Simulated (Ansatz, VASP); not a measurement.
Two plane-wave programs on MnS

File INCAR:

```
ALGO     = Normal         # electronic algorithm
EDIFF    = 1E-6           # SCF threshold, eV
ENCUT    = 520            # plane-wave cutoff, eV
GGA      = PS             # functional
ISIF     = 2              # what is computed and relaxed
ISMEAR   = 0              # smearing method
ISPIN    = 2              # spin polarisation
LASPH    = T              # aspherical terms in the spheres
LCHARG   = F              # write CHGCAR
LDAU     = T              # DFT+U
LDAUJ    = 0.9 0        
LDAUL    = 2 -1           # shell
LDAUPRINT= 1            
LDAUTYPE = 1            
LDAUU    = 4 0            # U, eV
LMAXMIX  = 4              # l up to which the mixer works
LORBIT   = 11             # projections on sites
LREAL    = F              # projectors in reciprocal space
LWAVE    = F              # write WAVECAR
MAGMOM   = 4.89 -4.89 -0.05 0.05 # initial moments
NBANDS   = 31             # bands
NELM     = 150            # most SCF steps
PREC     = Accurate       # precision mode
SIGMA    = 0.05           # smearing width, eV
```

Contents of KPOINTS:

```
k-points
0
Gamma
  6 6 6
```

Contents of POSCAR:

```
MnS
1.0
    0.0000000000      2.6122498900      2.6122498900
    5.2244997800      2.6122498900      2.6122498900
    5.2244997800      5.2244997800      0.0000000000
Mn S
2 2
Direct
    0.0000000000      0.0000000000      0.0000000000
    0.0000000000      0.0000000000      0.5000000000
    0.5000000000      0.5000000000      0.0000000000
    0.5000000000      0.5000000000      0.5000000000
```

Input for Ansatz:

```yaml
crystal:
  lattice:
    - [0.0, 2.61224989, 2.61224989]
    - [5.22449978, 2.61224989, 2.61224989]
    - [5.22449978, 5.22449978, 0.0]
  atoms:
    - { symbol: Mn, position: [0.0, 0.0, 0.0], spin: 5.0 }
    - { symbol: S, position: [0.5, 0.5, 0.0] }
    - { symbol: Mn, position: [0.0, 0.0, 0.5], spin: -5.0 }
    - { symbol: S, position: [0.5, 0.5, 0.5] }
basis:
  ecutwfc: 420
  ecutrho_ratio: 4
kpoints:
  mp_grid: { grid: [6, 6, 6] }
hamiltonian:
  xc: pbesol
  hubbard:
    sites:
      - { site: 0, l: d, u: 4.0, j: 0.9, starting_ns: [{ spin: up, occupation_matrix: s0up }, { spin: down, occupation_matrix: s0down }] }
      - { site: 2, l: d, u: 4.0, j: 0.9, starting_ns: [{ spin: up, occupation_matrix: s2up }, { spin: down, occupation_matrix: s2down }] }
    occupation_matrices:
      s0up:
        matrix:
          - [0.97, 0.0, 0.0, 0.0, 0.0]
          - [0.0, 0.97, 0.0, 0.0, 0.0]
          - [0.0, 0.0, 0.97, 0.0, 0.0]
          - [0.0, 0.0, 0.0, 0.97, 0.0]
          - [0.0, 0.0, 0.0, 0.0, 0.97]
      s0down:
        matrix:
          - [0.02, 0.0, 0.0, 0.0, 0.0]
          - [0.0, 0.02, 0.0, 0.0, 0.0]
          - [0.0, 0.0, 0.02, 0.0, 0.0]
          - [0.0, 0.0, 0.0, 0.02, 0.0]
          - [0.0, 0.0, 0.0, 0.0, 0.02]
      s2up:
        matrix:
          - [0.02, 0.0, 0.0, 0.0, 0.0]
          - [0.0, 0.02, 0.0, 0.0, 0.0]
          - [0.0, 0.0, 0.02, 0.0, 0.0]
          - [0.0, 0.0, 0.0, 0.02, 0.0]
          - [0.0, 0.0, 0.0, 0.0, 0.02]
      s2down:
        matrix:
          - [0.97, 0.0, 0.0, 0.0, 0.0]
          - [0.0, 0.97, 0.0, 0.0, 0.0]
          - [0.0, 0.0, 0.97, 0.0, 0.0]
          - [0.0, 0.0, 0.0, 0.97, 0.0]
          - [0.0, 0.0, 0.0, 0.0, 0.97]
    ns_hold: { iters: 8 }
scf:
  occupations: { method: gaussian, width: 0.05 }
  lower_state_search: "off"
  max_iter: 150
output:
  forces: true
  stress: true
  eigenvalues: true
  populations: true
  hubbard: { sites: [{ site: 0, l: d }, { site: 2, l: d }] }
  write_density: true
  write_potential: true
  elf: true
  volumetric_format: npy
magnetization:
  spin_polarized: true
```

Alike in both runs: task single point; functional PBEsol; k mesh 6 × 6 × 6; occupations gaussian, width 0.05 eV; collinear spin; Hubbard terms Mn d U = 4.0 eV, J = 0.9 eV.

|  | VASP | Ansatz |
| --- | --- | --- |
| version | VASP 6.6.1 | Ansatz 0.2.0 |
| potentials or method | VASP PAW PBE potentials, release 64 (Mn_pv, S), cutoff 520 eV | scalar-relativistic, plane waves, PAW |
| valence electrons in the cell | 38 | 42 |

|  | VASP | Ansatz | Ansatz less VASP |
| --- | --- | --- | --- |
| gap on the k mesh at the Fermi level (eV) | 0.81 | 0.69 | -0.123 |
| least direct gap on the mesh (eV) | 2.22 | 2.21 | -0.020 |
| pressure (GPa) | -1.7 | -1.3 | +0.44 |
| net moment per atom (μB) | 0.00 | 0.00 | 0.000 |
| size of the moment on the site where the two differ most (μB) | 4.52 | 4.44 | -0.079 |

VASP's potentials were made for PBE, not for PBEsol. Site moments also hang on the region over which each program counts them. The programs project onto different local orbitals, so the same U acts differently, and such runs can settle in different states. VASP's potentials hold 38 valence electrons a cell and Ansatz's 42, so a difference there can come from the potentials and not from the codes.
